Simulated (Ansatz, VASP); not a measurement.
## SnS2 in VASP and in Ansatz

```
Sn S
1.0
     3.61458    0.00000    0.00000
    -1.80729    3.13031    0.00000
     0.00000    0.00000    5.82862
Sn S
1 2
Cartesian
  0.0000 0.0000 0.0000
  0.0000 2.0869 1.4572
  1.8073 1.0434 4.3715
```

Alike in both runs: task single point; functional LDA; k mesh 5 × 5 × 3; no spin polarisation.

|  | VASP | Ansatz |
| --- | --- | --- |
| version | VASP 6.6.1 | Ansatz 0.2.0 |
| potentials or method | VASP PAW LDA potentials, release 64 (Sn_d, S), cutoff 500 eV | plane waves, PAW |
| occupations | gaussian, width 0.01 eV | fixed |
| valence electrons in the cell | 26 | 26 |

```tsv
	VASP	Ansatz	Ansatz less VASP
pressure (GPa)	1.1	1.1	+0.01
traceless stress, the component that is largest in VASP (GPa)	-0.34	-0.34	+0.001
```

LDA's correlation is that of Perdew and Zunger in VASP and of Perdew and Wang (1992) in Ansatz.
